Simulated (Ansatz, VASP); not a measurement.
## One calculation of Bi, two programs

File POSCAR:

```
Bi
1.0
   -2.0352342174      2.0352342174      2.0352342174
    2.0352342174     -2.0352342174      2.0352342174
    2.0352342174      2.0352342174     -2.0352342174
Bi
1
Direct
    0.0000000000      0.0000000000      0.0000000000
```

INCAR.step1

```
SYSTEM = Bi
  ALGO = Normal
  EDIFF = 1E-5
  ENCUT = 550
  GGA = PE
  GGA_COMPAT = .FALSE.
  ISMEAR = -1
  LASPH = .TRUE.
  LCHARG = .FALSE.
  LREAL = .FALSE.
  LWAVE = .TRUE.
  NBANDS = 14
  NELM = 120
  PREC = Accurate
  SIGMA = 0.1
```

Contents of INCAR.step2:

```
SYSTEM = Bi
  ALGO = Normal
  EDIFF = 1E-6
  ENCUT = 550
  GGA_COMPAT = .FALSE.
  ISIF = 2
  ISMEAR = -1
  ISTART = 1
  LASPH = .TRUE.
  LCHARG = .TRUE.
  LELF = .TRUE.
  LMIXTAU = .TRUE.
  LREAL = .FALSE.
  LVHAR = .TRUE.
  LWAVE = .FALSE.
  METAGGA = R2SCAN
  NBANDS = 14
  NELM = 120
  PREC = Accurate
  SIGMA = 0.1
```

Contents of KPOINTS:

```
k-points
0
G
  13 13 13
  0 0 0
```

Input for Ansatz:

```yaml
crystal:
  lattice:
    - [-2.0352342174, 2.0352342174, 2.0352342174]
    - [2.0352342174, -2.0352342174, 2.0352342174]
    - [2.0352342174, 2.0352342174, -2.0352342174]
  atoms:
    - { symbol: Bi, position: [0.0, 0.0, 0.0] }
hamiltonian:
  xc: r2scan
  pseudopotentials:
    kind: paw
    azcp:
      Bi: "pseudopotentials/Bi.paw.azcp"
basis:
  ecutwfc: 500
  fft_grid_basis: typed
kpoints:
  mp_grid: { grid: [13, 13, 13], shift: [0, 0, 0] }
magnetization:
  spin_polarized: false
scf:
  occupations: { method: fermi_dirac, width: 0.1 }
  lower_state_search: "off"
output:
  stress: true
  write_density: true
  write_potential: true
  elf: true
  volumetric_format: npy
```

Alike in both runs: task single point; functional r2SCAN; k mesh 13 × 13 × 13; occupations fermi-dirac, width 0.1 eV; no spin polarisation.

|  | VASP | Ansatz |
| --- | --- | --- |
| version | VASP 6.6.1 | Ansatz 0.2.0 |
| potentials or method | VASP PAW PBE potentials, release 64 (Bi_d), cutoff 550 eV | plane waves (500 eV) with PAW, scalar-relativistic |
| valence electrons in the cell | 15 | 15 |

Ansatz gave:

| Property | Result |
| --- | --- |
| pressure (GPa) | -3.6 |

Estimate VASP's values.

pressure (GPa): -3.7.

VASP's potentials were made for PBE, not for r2SCAN.

Spin-orbit coupling is off throughout.
